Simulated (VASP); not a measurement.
Set up this calculation in VASP 6.6.1, as the native input.

| Item | Value |
| --- | --- |
| Task | single point |
| Functional | RPBE |
| Potentials or basis | VASP PAW PBE potentials, release 64 (Ir) |
| Cutoff | 520 eV |
| k mesh | 13 × 13 × 13 |
| Occupations | fermi-dirac, width 0.1 eV |
| Spin | no spin polarisation |
| Dipole correction | no |
| Further INCAR settings | ALGO = Normal; EDIFF = 1e-06; NBANDS = 10 |

The structure of Ir lies in POSCAR:

```
Ir
1.0
    2.5851199748      0.0000000000      0.0000000000
    0.0000000000      2.5851199748      0.0000000000
    0.0000000000      0.0000000000      2.5851199748
Ir
1
Direct
    0.0000000000      0.0000000000      0.0000000000
```

The input as run:

INCAR

```
SYSTEM = Ir
ALGO = Normal
EDIFF = 1E-6
ENCUT = 520
GGA = RP
ISIF = 2
ISMEAR = -1
LASPH = .TRUE.
LCHARG = .FALSE.
LREAL = .FALSE.
LWAVE = .FALSE.
NBANDS = 10
NELM = 60
PREC = Accurate
SIGMA = 0.1
```

KPOINTS

```
k-points
0
G
  13 13 13
  0 0 0
```

Potentials or basis: VASP PAW PBE potentials, release 64 (Ir).

The run is started by

```bash
$ cat potpaw_PBE.64/Ir/POTCAR > POTCAR
$ mpirun -np 1 vasp_std > vasp.out
```

It gave:

```yaml
Pressure: 0.0 GPa
```

Caveat: the PAW data sets were made with another functional, which shifts forces and pressure a little.

Wall time 6.6 s on 1 thread of AMD EPYC 7R13 Processor (Zen 3), with other jobs on the host, peak memory 0.1 GiB.
